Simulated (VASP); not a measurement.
Runs of VASP 6.6.1 on SrTiO3. The structure is that of space group Pm-3m (No. 221), or close to it. The cells are those of the table. 

```tsv
task	level	cell	k mesh	cutoff (eV)	smearing	gap on the mesh (eV)	pressure (GPa)
single point	r2SCAN	a = 3.936 Å, 5 atoms	8 × 8 × 8	520	gaussian 0.02 eV	2.22	-3.2
relaxation of cell and atoms	PBE	relaxed to 0.72 GPa from a = 3.905 Å, 5 atoms	6 × 6 × 6	600	gaussian 0.1 eV	1.81	0.7
relaxation of cell and atoms	PBE	relaxed to 0.72 GPa from a = 3.931 Å, 5 atoms	8 × 8 × 8	600	gaussian 0.01 eV	1.82	0.7
single point	PBE	a = 3.936 Å, 5 atoms	8 × 8 × 8	520	gaussian 0.02 eV	1.81	(a)
single point	PBE	a = 3.931 Å, 5 atoms	8 × 8 × 8	520	gaussian 0.01 eV	1.82	1.3
single point	PBE	a = 3.931 Å, 5 atoms	8 × 8 × 8	520	gaussian 0.02 eV	1.82	1.3
single point	PBE	a = 3.931 Å, 5 atoms	6 × 6 × 6	520	gaussian 0.1 eV	1.82	1.4
```

Alike in all rows: potentials or basis VASP PAW PBE potentials, release 64 (Sr_sv, Ti_sv, O); no spin polarisation.

Q: Estimate the missing entries.

A: (a) 0.6.

Caveats: the cell is relaxed towards a set pressure, so the run minimises the enthalpy, not the energy (at least some runs); the cell stands under tension (at least some runs); the PAW data sets were made with another functional, which shifts forces and pressure a little (at least some runs).

A k mesh can miss the band edges, and the runs leave out spin-orbit coupling on Sr.
